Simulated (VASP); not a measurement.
# Pd (Pm-3m) in VASP: notebook, part 3 of 3

VASP 6.6.1. The steps go on from the part before.

## 4. Single point, r2SCAN

This run uses another cell than the first one, of 17.35 Å³/atom, 1.087 times its volume.

Input file POSCAR:

```
Pd
1.0
    2.5886192817      0.0000000000      0.0000000000
    0.0000000000      2.5886192817      0.0000000000
    0.0000000000      0.0000000000      2.5886192817
Pd
1
Direct
    0.0000000000      0.0000000000      0.0000000000
```

Input file INCAR.step1:

```
SYSTEM = Pd
PREC = Accurate
ENCUT = 520
ISMEAR = -1
SIGMA = 0.1
LREAL = .False.
LASPH = .True.
NELM = 100
NBANDS = 11
GGA = PE
ALGO = Normal
EDIFF = 1E-4
LWAVE = .True.
LCHARG = .False.
```

Input file INCAR.step2:

```
SYSTEM = Pd
PREC = Accurate
ENCUT = 520
EDIFF = 1E-6
ISMEAR = -1
SIGMA = 0.1
LREAL = .False.
LASPH = .True.
NELM = 100
ALGO = Normal
ISIF = 2
LWAVE = .False.
LCHARG = .True.
METAGGA = R2SCAN
LMIXTAU = .True.
LELF = .True.
LVHAR = .True.
NBANDS = 11
ISTART = 1
```

Input file KPOINTS:

```
Automatic mesh
0
Gamma
  14 14 14
  0 0 0
```

Potentials or basis: VASP PAW PBE potentials, release 64 (Pd).

Launch:

```sh
cat potpaw_PBE.64/Pd/POTCAR > POTCAR
cp INCAR.step1 INCAR
mpirun -np 1 vasp_std > vasp.out
cp INCAR.step2 INCAR
mpirun -np 1 vasp_std > vasp.out
```

OUTCAR:

```text
SYSTEM = Pd
   PREC = Accurate
   ENCUT = 520
   EDIFF = 1E-6
   ISMEAR = -1
   LREAL = .False.
   LASPH = .True.
   NELM = 100
   ISIF = 2
   METAGGA = R2SCAN
   ISTART = 1

 ion  position               nearest neighbor table
   1  0.000  0.000  0.000-

  LATTYP: Found a simple cubic cell.
 ALAT       =     2.5886192817

  Lattice vectors:

 A1 = (   2.5886192817,   0.0000000000,   0.0000000000)
 A2 = (   0.0000000000,   2.5886192817,   0.0000000000)
 A3 = (   0.0000000000,   0.0000000000,   2.5886192817)

Analysis of symmetry for initial positions (statically):
=====================================================================
 Subroutine PRICEL returns:
 Original cell was already a primitive cell.

 Routine SETGRP: Setting up the symmetry group for a
 simple cubic supercell.

 Subroutine GETGRP returns: Found 48 space group operations
 (whereof 48 operations were pure point group operations)
 out of a pool of 48 trial point group operations.

The static configuration has the point symmetry O_h .

Analysis of symmetry for dynamics (positions and initial velocities):
=====================================================================
 Subroutine PRICEL returns:
 Original cell was already a primitive cell.

 Routine SETGRP: Setting up the symmetry group for a
 simple cubic supercell.

 Subroutine GETGRP returns: Found 48 space group operations
 (whereof 48 operations were pure point group operations)
 out of a pool of 48 trial point group operations.

The dynamic configuration has the point symmetry O_h .

 Subroutine INISYM returns: Found 48 space group operations
 (whereof 48 operations are pure point group operations),
 and found     1 'primitive' translations

----------------------------------------------------------------------------------------

                                     Primitive cell

  volume of cell :      17.3462

[... 106 lines left out ...]
     AMIX_MAG =   1.60;   BMIX_MAG =  1.00
  volume/ion in A,a.u.               =      17.35       117.06
  Fermi-wavevector in a.u.,A,eV,Ry     =   1.362511  2.574772 25.258344  1.856436
  Thomas-Fermi vector in A             =   2.488994
   LORBIT       =      0    0 simple, 1 ext, 2 COOP (PROOUT), +10 PAW based schemes
   METAGGA = R2SCAN    functional components
   LHFCALC =     F    Hartree Fock is set to
   AEXX    =    0.0000 exact exchange contribution
   IVDW    =     0    specifies the selected vdW correction
   LEPSILON=     F    determine dielectric tensor
   LRPA    =     F    only Hartree local field effects (RPA)
 non-spin polarized calculation
  energy-cutoff  :      520.00
  volume of cell :       17.35
 maximum number of plane-waves:       480
 NGX is ok and might be reduce to    20
   NGX =  9   NGY =  9   NGZ =  9

 number of electron      10.0000005 magnetization

 Free energy of the ion-electron system (eV)
  ---------------------------------------------------
  ext. energy  EPLUGINS =         0.00000000
  ---------------------------------------------------
  free energy    TOTEN  =       -22.47642708 eV

  energy without entropy =      -22.43297239  energy(sigma->0) =      -22.45469973

 E-fermi :   7.4534     XC(G=0): -12.7834

 val. band max:        7.4463074868   @ k =   0.4286   0.0714   0.0000
 cond. band min:       7.4545075919   @ k =   0.5000   0.0714   0.0000
 fundamental gap:      0.0082001050
 Fermi energy:         7.4533622865

 k-point     1 :       0.0000    0.0000    0.0000
  band No.  band energies     occupation
      1       1.3467      2.00000
      2       2.6574      2.00000
      3       2.6574      2.00000
      4       7.3831      1.33771
      5       7.3831      1.33771
      6       7.3831      1.33771
      7      24.7914      0.00000
      8      24.7914      0.00000
      9      24.7914      0.00000
     10      30.3301      0.00000
     11      31.4633      0.00000
[... 309 lines left out ...]
 k-point    24 :       0.3571    0.2143    0.0000
  band No.  band energies     occupation
      1       3.3014      2.00000
      2       3.9891      2.00000
      3       4.9274      2.00000
      4       6.1206      2.00000
      5       6.8738      1.99394
      6       7.8136      0.05309
      7      15.9697      0.00000
      8      22.7767      0.00000
      9      27.9364      0.00000
     10      30.5660      0.00000
     11      30.8171      0.00000

 [... further k-points ...]
[... 5 lines left out ...]
  --------------------------------------------------------------------------------------
  -------------------------------------------------------------------------------------
  Total        0.0594763      0.0594763      0.0594763     -0.0000000     -0.0000000      0.0000000
  in kB        5.4935146      5.4935146      5.4935146     -0.0000000     -0.0000000      0.0000000
  external PRESSURE =       5.4935146 kB  Pullay stress =       0.0000000 kB

 VOLUME and BASIS-vectors are now :
 -----------------------------------------------------------------------------
  energy-cutoff  :      520.00
  volume of cell :       17.35
      direct lattice vectors                 reciprocal lattice vectors
     2.588619282  0.000000000  0.000000000     0.386306324  0.000000000  0.000000000
     0.000000000  2.588619282  0.000000000     0.000000000  0.386306324  0.000000000
     0.000000000  0.000000000  2.588619282     0.000000000  0.000000000  0.386306324

 POSITION                                       TOTAL-FORCE (eV/Angst)
 -----------------------------------------------------------------------------------
      0.00000      0.00000      0.00000         0.000000      0.000000      0.000000
 -----------------------------------------------------------------------------------
    total drift:                                0.000000      0.000000      0.000000

  FREE ENERGIE OF THE ION-ELECTRON SYSTEM (eV)
  ---------------------------------------------------
  free  energy   TOTEN  =       -22.4764270757 eV

  energy  without entropy=      -22.4329723907  energy(sigma->0) =      -22.45469973
```

OUTCAR.step1:

```text
SYSTEM = Pd
   PREC = Accurate
   ENCUT = 520
   ISMEAR = -1
   LREAL = .False.
   LASPH = .True.
[... 553 lines left out ...]
 -----------------------------------------------------------------------------------
      0.00000      0.00000      0.00000         0.000000      0.000000      0.000000
 -----------------------------------------------------------------------------------
    total drift:                                0.000000      0.000000      0.000000

  FREE ENERGIE OF THE ION-ELECTRON SYSTEM (eV)
  ---------------------------------------------------
  free  energy   TOTEN  =        -4.7273926304 eV

  energy  without entropy=       -4.6781439818  energy(sigma->0) =       -4.70276831
```

It took 35 s on 1 thread of Intel Xeon Platinum 8488C (Sapphire Rapids), shared host; peak memory 0.14 GiB.

What came out:

```yaml
Free_energy: -22.4764 eV
Pressure: 0.5 GPa
Band_gap_on_the_k_mesh: zero (band 5 reaches 8.79 eV, above the bottom of band 6 at 6.74 eV)
```

Levels at points of the mesh, in eV from the Fermi level:
```tsv
k point	band 3	band 4	band 5	band 6	band 7	band 8
(0.00, 0.00, 0.00)	-4.80	-0.07	-0.07	-0.07	17.34	17.34
(0.50, 0.00, 0.00)	-1.72	-1.72	0.08	0.61	5.23	19.23
(0.50, 0.50, 0.00)	-1.41	-1.41	1.24	5.95	5.95	12.29
(0.50, 0.50, 0.50)	-4.16	1.34	1.34	11.68	11.88	11.88
```

Caveat: the PAW data sets were made with another functional, which shifts forces and pressure a little.

## 5. Single point, r2SCAN (volume scaled by 1.04)

Input file POSCAR:

```
Pd
1.0
    2.6226839681      0.0000000000      0.0000000000
    0.0000000000      2.6226839681      0.0000000000
    0.0000000000      0.0000000000      2.6226839681
Pd
1
Direct
    0.0000000000      0.0000000000      0.0000000000
```

Input file INCAR.step1:

```
SYSTEM = Pd
PREC = Accurate ; ENCUT = 520
ISMEAR = -1 ; SIGMA = 0.1
LREAL = .False. ; LASPH = .True.
NELM = 60 ; NBANDS = 11
GGA = PE ; ALGO = Normal
EDIFF = 1E-4 ; LWAVE = .True.
LCHARG = .False.
```

Input file INCAR.step2:

```
SYSTEM = Pd
PREC = Accurate ; ENCUT = 520
EDIFF = 1E-7 ; ISMEAR = -1
SIGMA = 0.1 ; LREAL = .False.
LASPH = .True. ; NELM = 60
ALGO = Normal ; ISIF = 2
LWAVE = .False. ; LCHARG = .False.
METAGGA = R2SCAN ; LMIXTAU = .True.
NBANDS = 11 ; ISTART = 1
```

Input file KPOINTS:

```
regular mesh
0
Gamma
  14 14 14
  0 0 0
```

Launch:

```sh
cat potpaw_PBE.64/Pd/POTCAR > POTCAR
cp INCAR.step1 INCAR
mpirun -np 1 vasp_std > vasp.out
cp INCAR.step2 INCAR
mpirun -np 1 vasp_std > vasp.out
```

It took 38 s on 1 thread of Intel Xeon Platinum 8488C (Sapphire Rapids), shared host; peak memory 0.14 GiB.

Results (log left out):

```
Free energy            : -22.4681 eV
Pressure               : -4.3 GPa
Band gap on the k mesh : zero (band 5 reaches 8.15 eV, above the bottom of band 6 at 6.23 eV)
```

Levels at points of the mesh, in eV from the Fermi level:
| k point | band 2 | band 3 | band 4 | band 5 | band 6 | band 7 | band 8 | band 9 |
| --- | --- | --- | --- | --- | --- | --- | --- | --- |
| (0.00, 0.00, 0.00) | -4.52 | -4.52 | -0.08 | -0.08 | -0.08 | 17.03 | 17.03 | 17.03 |
| (0.50, 0.00, 0.00) | -3.86 | -1.62 | -1.62 | 0.06 | 0.72 | 5.00 | 19.10 | 21.97 |
| (0.50, 0.50, 0.00) | -3.40 | -1.33 | -1.33 | 1.15 | 5.88 | 5.88 | 11.77 | 12.78 |
| (0.50, 0.50, 0.50) | -3.91 | -3.91 | 1.24 | 1.24 | 11.57 | 11.57 | 11.57 | 11.69 |

Caveat: the cell differs from its parent crystal (volume scaled by 1.04); the PAW data sets were made with another functional, which shifts forces and pressure a little.

## 6. Single point, r2SCAN (volume scaled by 1.08)

Input file POSCAR:

```
Pd
1.0
    2.6558860240      0.0000000000      0.0000000000
    0.0000000000      2.6558860240      0.0000000000
    0.0000000000      0.0000000000      2.6558860240
Pd
1
Direct
    0.0000000000      0.0000000000      0.0000000000
```

Input file INCAR.step1:

```
PREC = Accurate
ENCUT = 520
ISMEAR = -1
SIGMA = 0.1
LREAL = False
LASPH = True
NELM = 60
NBANDS = 11
GGA = PE
ALGO = Normal
EDIFF = 1E-4
LWAVE = True
LCHARG = False
```

Input file INCAR.step2:

```
PREC = Accurate
ENCUT = 520
EDIFF = 1E-6
ISMEAR = -1
SIGMA = 0.1
LREAL = False
LASPH = True
NELM = 60
ALGO = Normal
ISIF = 2
LWAVE = False
LCHARG = False
METAGGA = R2SCAN
LMIXTAU = True
NBANDS = 11
ISTART = 1
```

Input file KPOINTS:

```
regular mesh
0
Gamma
  14 14 14
```

Potentials or basis: VASP PAW PBE potentials, release 64 (Pd).

Launch:

```sh
cat potpaw_PBE.64/Pd/POTCAR > POTCAR
cp INCAR.step1 INCAR
mpirun -np 1 vasp_std > vasp.out
cp INCAR.step2 INCAR
mpirun -np 1 vasp_std > vasp.out
```

Wall time 37 s (1 thread of Intel Xeon Platinum 8488C (Sapphire Rapids), shared host); peak memory 0.14 GiB.

Results (log left out):

```
Free energy            : -22.4410 eV
Pressure               : -8.1 GPa
Band gap on the k mesh : zero (band 5 reaches 7.56 eV, above the bottom of band 6 at 5.75 eV)
```

Levels at points of the mesh, in eV from the Fermi level:
| k point | band 1 | band 2 | band 3 | band 4 | band 5 | band 6 | band 7 | band 8 | band 9 | band 10 |
| --- | --- | --- | --- | --- | --- | --- | --- | --- | --- | --- |
| (0.00, 0.00, 0.00) | -5.59 | -4.28 | -4.28 | -0.09 | -0.09 | -0.09 | 16.73 | 16.73 | 16.73 | 22.78 |
| (0.50, 0.00, 0.00) | -3.84 | -3.66 | -1.53 | -1.53 | 0.04 | 0.83 | 4.79 | 18.97 | 21.65 | 22.67 |
| (0.50, 0.50, 0.00) | -4.47 | -3.22 | -1.27 | -1.27 | 1.07 | 5.82 | 5.82 | 11.30 | 12.52 | 24.04 |
| (0.50, 0.50, 0.50) | -3.69 | -3.69 | -3.69 | 1.16 | 1.16 | 11.29 | 11.29 | 11.29 | 11.69 | 17.78 |

Caveat: the cell differs from its parent crystal (volume scaled by 1.08); the PAW data sets were made with another functional, which shifts forces and pressure a little.

## 7. Overview

| cell | gap on the mesh (eV) | pressure (GPa) |
| --- | --- | --- |
| a = 2.518 Å, 1 atom | none | 15.0 |
| a = 2.554 Å, 1 atom | none | 6.9 |
| a = 2.589 Å, 1 atom | none | 0.5 |
| a = 2.623 Å, 1 atom | none | -4.3 |
| a = 2.656 Å, 1 atom | none | -8.1 |

Alike in all rows: task single point; level r2SCAN; potentials or basis VASP PAW PBE potentials, release 64 (Pd); no spin polarisation; k mesh 14 × 14 × 14; cutoff (eV) 520; smearing fermi-dirac 0.1 eV.

Caveats: the PAW data sets were made with another functional, which shifts forces and pressure a little.

Absolute energies hang on the potentials; compare differences alone.
